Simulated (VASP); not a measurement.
## HfTi3O8: single point with r2SCAN

Crystal: HfTi3O8.

```
CELL_PARAMETERS angstrom
3.72668 0.00000 0.00000
0.00000 6.27141 0.00000
0.00000 0.00000 5.68419
ATOMIC_POSITIONS crystal
Ti 0.50000 0.00000 0.55881
Ti 0.00000 0.75128 0.95262
Ti 0.00000 0.24872 0.95262
O 0.50000 0.77398 0.36617
O 0.00000 0.00000 0.11369
O 0.00000 0.00000 0.67049
O 0.50000 0.74755 0.83907
O 0.50000 0.22602 0.36617
O 0.00000 0.50000 0.13149
O 0.00000 0.50000 0.67481
O 0.50000 0.25245 0.83907
Hf 0.50000 0.50000 0.53499
```

```json
{"Program": "VASP 6.6.1", "Task": "single point", "Functional": "r2SCAN", "Potentials or basis": "VASP PAW PBE potentials, release 64 (Ti_sv, O, Hf_pv)", "Cutoff": "520 eV", "k mesh": "8 × 4 × 4", "Occupations": "gaussian, width 0.01 eV", "Spin": "no spin polarisation", "Dipole correction": "no", "Further INCAR settings": "ALGO = Normal; EDIFF = 1e-07; NBANDS = 59"}
```

```json
{"Pressure": "0.2 GPa", "Largest force": "0.283 eV/Å", "Band gap on the k mesh": "3.30 eV (least direct gap 3.44 eV)"}
```

Forces on the atoms (eV/Å):
```
Ti   0.000  0.000  0.159
Ti   0.000 -0.054 -0.093
Ti   0.000  0.054 -0.093
O    0.000 -0.282 -0.022
O    0.000  0.000  0.168
O    0.000  0.000  0.014
O    0.000 -0.056 -0.098
O    0.000  0.282 -0.022
O    0.000  0.000  0.151
O    0.000  0.000 -0.153
O    0.000  0.056 -0.098
Hf   0.000  0.000  0.088
```

Stress tensor (GPa, compression positive):
```
 0.13  0.00  0.00
 0.00  0.55  0.00
 0.00  0.00 -0.09
```

Levels at points of the mesh, in eV from the valence-band top:
```csv
k point,band 44,band 45,band 46,band 47,band 48,band 49,band 50,band 51
"(0.00, 0.00, 0.00)",-0.51,-0.43,-0.26,-0.15,3.30,3.68,4.22,4.31
"(0.50, 0.00, 0.00)",-0.92,-0.69,-0.66,-0.57,3.39,3.59,3.77,3.97
"(0.00, 0.50, 0.00)",-0.80,-0.76,-0.58,-0.41,3.74,3.80,4.03,4.30
"(0.50, 0.50, 0.00)",-0.50,-0.50,-0.48,-0.46,3.51,3.55,3.73,3.93
"(0.00, 0.00, 0.50)",-0.89,-0.51,-0.37,-0.17,3.32,3.65,4.17,4.33
"(0.50, 0.00, 0.50)",-0.44,-0.36,-0.19,-0.14,3.41,3.70,3.80,4.10
"(0.00, 0.50, 0.50)",-0.96,-0.90,-0.89,-0.70,3.49,3.73,4.02,4.21
"(0.50, 0.50, 0.50)",-0.75,-0.69,-0.51,-0.41,3.60,3.63,3.83,3.98
```

Wall time 12 min on 1 thread of AMD EPYC 9R45 96-Core Processor (Zen 5), with other jobs on the host, peak memory 0.4 GiB.

Caveat: the PAW data sets were made with another functional, which shifts forces and pressure a little; spin-orbit coupling is left out, which moves the levels of the heavy elements. A k mesh can miss the band edges.
